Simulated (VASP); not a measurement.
Runs of VASP 6.6.1 on BaS. The structure is that of space group Fm-3m (No. 225), or close to it. The cells are those of the table. 

| cell | k mesh | smearing | gap on the mesh (eV) | pressure (GPa) |
| --- | --- | --- | --- | --- |
| a = 4.568 Å, angles 58.3°, 2 atoms | 8 × 8 × 8 | fermi-dirac 0.02 eV | (a) | 1.6 |
| a = 4.568 Å, angles 58.3°, 2 atoms | 4 × 4 × 4 | gaussian 0.01 eV | 2.05 | 1.7 |
| a = 4.497, b = 4.497, c = 4.542 Å, angles 59.7, 59.7, 60.7°, 2 atoms | 4 × 4 × 4 | gaussian 0.01 eV | 2.04 | 1.7 |
| a = 4.542, b = 4.634, c = 4.634 Å, angles 58.7, 60.7, 60.7°, 2 atoms | 4 × 4 × 4 | gaussian 0.01 eV | 2.15 | -0.8 |
| a = 4.497, b = 4.497, c = 4.542 Å, angles 59.7, 59.7, 60.7°, 2 atoms | 8 × 8 × 8 | fermi-dirac 0.02 eV | 2.04 | 1.6 |
| a = 4.542 Å, angles 60.0°, 2 atoms | 8 × 8 × 8 | fermi-dirac 0.02 eV | 2.13 | 0.6 |
| a = 4.542, b = 4.634, c = 4.634 Å, angles 58.7, 60.7, 60.7°, 2 atoms | 8 × 8 × 8 | fermi-dirac 0.02 eV | 2.15 | -0.8 |

Alike in all rows: level PBE; no spin polarisation.

Estimate the missing entries.

(a) 2.06.

Caveats: some runs use coarse meshes; spin-orbit coupling is left out, which moves the levels of the heavy elements.

A k mesh can miss the band edges, and the runs leave out spin-orbit coupling on Ba.
